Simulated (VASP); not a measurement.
Here is a VASP 6.6.1 calculation.

INCAR

```
PREC = Accurate
ENCUT = 600
EDIFF = 1E-6
ISMEAR = 0
SIGMA = 0.01
LREAL = False
LASPH = True
NELM = 60
ALGO = Normal
ISIF = 3
LWAVE = False
LCHARG = False
GGA = PE
IBRION = 2
NSW = 80
EDIFFG = -0.001
```

KPOINTS

```
Automatic mesh
0
Gamma
  8 8 8
```

POSCAR

```
Si
1.0
    0.0000000000      2.7347775075      2.7347775075
    2.7347775075      0.0000000000      2.7347775075
    2.7347775075      2.7347775075      0.0000000000
Si
2
Direct
    0.2500000000      0.2500000000      0.2500000000
    0.0000000000      0.0000000000      0.0000000000
```

Potentials or basis: VASP PAW PBE potentials, release 64 (Si).

Run with:

```bash
$ cat potpaw_PBE.64/Si/POTCAR > POTCAR
$ mpirun -np 1 vasp_std > vasp.out
```

Question: What does it give for the band gap on the k mesh?

Answer: 0.65 eV, indirect (least direct gap 2.56 eV).

Question: Predict the space group after relaxing (to 0.05 Å).

Answer: Fd-3m (No. 227).

Final structure:
```yaml
crystal:
  lattice:
    - [0.00000, 2.73428, 2.73428]
    - [2.73428, 0.00000, 2.73428]
    - [2.73428, 2.73428, 0.00000]
  atoms:
    - { symbol: Si, position: [0.25000, 0.25000, 0.25000] }
    - { symbol: Si, position: [0.00000, 0.00000, 0.00000] }
```

A k mesh can miss the band edges. PBE gaps usually lie below the measured ones, often by a third to a half.
